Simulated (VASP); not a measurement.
Here is a VASP 6.6.1 calculation.

The input INCAR:

```
SYSTEM = BeCd3S2
PREC = Accurate ; ENCUT = 600
EDIFF = 1E-6 ; ISMEAR = 0
SIGMA = 0.1 ; LREAL = .FALSE.
LASPH = .TRUE. ; NELM = 80
ALGO = Normal ; ISIF = 3
LWAVE = .FALSE. ; LCHARG = .FALSE.
GGA = PE ; IBRION = 2
NSW = 90 ; EDIFFG = -0.04
```

KPOINTS

```
regular mesh
0
G
  4 4 4
  0 0 0
```

POSCAR

```
BeCd3S2
1.0
   -2.7309848000      2.7309848000      4.7256702300
    2.7309848000     -2.7309848000      4.7256702300
    2.7309848000      2.7309848000     -4.7256702300
Be Cd S
1 3 2
Direct
    0.0000000000      0.0000000000      0.0000000000
    0.5000000000      0.5000000000      0.0000000000
    0.5000000000      0.0000000000      0.5000000000
    0.0000000000      0.5000000000      0.5000000000
    0.7500000000      0.2500000000      0.5000000000
    0.2500000000      0.7500000000      0.5000000000
```

Potentials or basis: VASP PAW PBE potentials, release 64 (Be, Cd, S).

The run is started by

```bash
$ cat potpaw_PBE.64/Be/POTCAR potpaw_PBE.64/Cd/POTCAR potpaw_PBE.64/S/POTCAR > POTCAR
$ mpirun -np 1 vasp_std > vasp.out
```

Problem. Estimate the relaxed cell.

Solution. a = 6.338 Å, b = 6.338 Å, c = 6.338 Å, α = 125.66°, β = 125.66°, γ = 80.45°.

Problem. Predict the relaxed volume.

Solution. 27.02 Å³/atom.

Problem. What does it give for the space group after relaxing (to 0.05 Å)?

Solution. I4/mmm (No. 139).

Final structure:
```cif
data_structure
_symmetry_space_group_name_H-M 'P 1'
_symmetry_Int_Tables_number 1
_cell_length_a 6.3377
_cell_length_b 6.3377
_cell_length_c 6.3377
_cell_angle_alpha 125.658
_cell_angle_beta 125.658
_cell_angle_gamma 80.450
_cell_volume 162.12
loop_
_atom_site_label
_atom_site_type_symbol
_atom_site_fract_x
_atom_site_fract_y
_atom_site_fract_z
_atom_site_occupancy
Be1 Be 0.00000 0.00000 0.00000 1
Cd1 Cd 0.50000 0.50000 0.00000 1
Cd2 Cd 0.50000 0.00000 0.50000 1
Cd3 Cd 0.00000 0.50000 0.50000 1
S1 S 0.75000 0.25000 0.50000 1
S2 S 0.25000 0.75000 0.50000 1
```

Caveat: the k points lie up to 0.38 Å⁻¹ apart in the final cell.
